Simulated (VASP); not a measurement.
Al:

```
Al
1.0
    -1.61753    1.61753    1.61753
     1.61753   -1.61753    1.61753
     1.61753    1.61753   -1.61753
Al
1
Direct
  0.00000 0.00000 0.00000
```

The cell was built from a structure type or drawn by symmetry, and may not be a known phase.

Base run:

| Quantity | Value |
| --- | --- |
| Program | VASP 6.6.1 |
| Functional | PBE |
| Potentials or basis | VASP PAW PBE potentials, release 64 (Al) |
| Cutoff | 520 eV |
| k mesh | 24 × 24 × 24 |
| Occupations | gaussian, width 0.1 eV |
| Spin | no spin polarisation |

Its results: band gap on the k mesh zero (an odd number of electrons rules out a gap without spin polarisation); pressure 0.0 GPa.

**Question.** The run is repeated on the same cell with these changes: functional from PBE to r2SCAN. What comes out?

**Answer.** Band gap on the k mesh zero (an odd number of electrons rules out a gap without spin polarisation); pressure -3.5 GPa.

Caveats: the cell stands under tension (at least some runs); the PAW data sets were made with another functional, which shifts forces and pressure a little (at least some runs).
